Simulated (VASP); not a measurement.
Here is a VASP 6.6.1 calculation.

INCAR

```
PREC = Accurate
ENCUT = 600
EDIFF = 1E-6
ISMEAR = 0
SIGMA = 0.05
LREAL = F
LASPH = T
NELM = 120
ALGO = Normal
ISIF = 2
LWAVE = F
LCHARG = T
GGA = PE
IVDW = 12
LELF = T
LVHAR = T
NBANDS = 11
GGA_COMPAT = F
```

KPOINTS

```
Automatic mesh
0
Gamma
  8 8 8
```

File POSCAR:

```
BeTe
1.0
    0.0000000000      2.7529016172      2.7529016172
    2.7529016172      0.0000000000      2.7529016172
    2.7529016172      2.7529016172      0.0000000000
Be Te
1 1
Direct
    0.0000000000      0.0000000000      0.0000000000
    0.7500000000      0.7500000000      0.7500000000
```

Potentials or basis: VASP PAW PBE potentials, release 64 (Be, Te).

Launch:

```sh
$ cat potpaw_PBE.64/Be/POTCAR potpaw_PBE.64/Te/POTCAR > POTCAR
$ mpirun -np 1 vasp_std > vasp.out
```

Estimate the dispersion energy per atom.

-0.364 eV.

Estimate the band gap on the k mesh.

1.80 eV, indirect (least direct gap 3.54 eV).

Estimate the pressure.

2.9 GPa.

Caveat: spin-orbit coupling is left out, which moves the levels of the heavy elements. A k mesh can miss the band edges.
